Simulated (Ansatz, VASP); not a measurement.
# One calculation of SiO2, two programs

```
CELL_PARAMETERS angstrom
4.92503 0.00000 0.00000
0.00000 8.73684 0.00000
0.00000 0.00000 8.57512
ATOMIC_POSITIONS crystal
Si 0.93242 0.17183 0.18348
Si 0.06758 0.82817 0.18348
Si 0.43242 0.32817 0.31652
Si 0.93242 0.17183 0.81652
Si 0.06758 0.82817 0.81652
Si 0.43242 0.32817 0.68348
Si 0.56758 0.67183 0.31652
Si 0.56758 0.67183 0.68348
O 0.01266 0.81043 0.00000
O 0.50000 0.50000 0.26218
O 0.51266 0.68957 0.50000
O 0.98734 0.18957 0.00000
O 0.11991 0.29059 0.72190
O 0.88009 0.70941 0.72190
O 0.00000 0.00000 0.76218
O 0.61991 0.20941 0.22190
O 0.38009 0.79059 0.22190
O 0.50000 0.50000 0.73782
O 0.38009 0.79059 0.77810
O 0.11991 0.29059 0.27810
O 0.61991 0.20941 0.77810
O 0.48734 0.31043 0.50000
O 0.00000 0.00000 0.23782
O 0.88009 0.70941 0.27810
```

Alike in both runs: task single point; functional LDA; k mesh 6 × 4 × 4; occupations gaussian, width 0.02 eV; no spin polarisation.

|  | VASP | Ansatz |
| --- | --- | --- |
| version | VASP 6.6.1 | Ansatz 0.2.0 |
| potentials or method | VASP PAW LDA potentials, release 64 (Si, O), cutoff 520 eV | scalar-relativistic, plane waves, PAW |
| valence electrons in the cell | 128 | 128 |

|  | VASP | Ansatz | Ansatz less VASP |
| --- | --- | --- | --- |
| gap on the k mesh at the Fermi level (eV) | 5.56 | 5.56 | +0.001 |
| least direct gap on the mesh (eV) | 5.61 | 5.61 | 0.000 |

LDA's correlation is that of Perdew and Zunger in VASP and of Perdew and Wang (1992) in Ansatz.
